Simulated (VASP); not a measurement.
RbAgS2:

```
Rb Ag S
1.0
     4.81146    0.00000    0.00000
    -2.40573    4.16684    0.00000
     0.00000    0.00000    6.26415
Rb Ag S
1 1 2
Direct
  0.00000 0.00000 0.00000
  0.00000 0.00000 0.50000
  0.33333 0.66667 0.00000
  0.66667 0.33333 0.00000
```

The cell was generated, and may not be a known phase.

```yaml
Program: VASP 6.6.1
Task: relaxation of cell and atoms
Functional: PBE
Potentials_or_basis: VASP PAW PBE potentials, release 64 (Rb_sv, Ag_sv_GW, S)
Cutoff: 630 eV
k_mesh: 6 × 6 × 4
Occupations: gaussian, width 0.1 eV
Spin: no spin polarisation
```

At the start: pressure 6.3 GPa; volume 31.40 Å³/atom.

Question: Where does the relaxation end?

Answer: Over 6 steps the energy falls by 141.3 meV/atom and the volume is 38.85 Å³/atom (+23.7 %); space group P6/mmm (No. 191, to 0.1 Å) before and after.

The path:
```csv
step,energy change (eV),largest force (eV/Å),pressure (GPa),volume (Å³)
1,0.0000,0.0000,6.28,125.59
2,-0.5529,0.0000,0.52,149.07
3,-0.5566,0.0000,0.07,152.38
4,-0.5569,0.0000,0.16,151.71
5,-0.5599,0.0000,0.13,152.63
6,-0.5653,0.0000,0.04,155.40
```

Final structure:
```
Rb Ag S
1.0
     5.25198    0.00000    0.00000
    -2.62599    4.54835    0.00000
     0.00000    0.00000    6.50529
Rb Ag S
1 1 2
Direct
  0.00000 0.00000 0.00000
  0.00000 0.00000 0.50000
  0.33333 0.66667 0.00000
  0.66667 0.33333 0.00000
```

Caveat: the volume moved by over 15 % at a fixed basis, so the end points are rough.
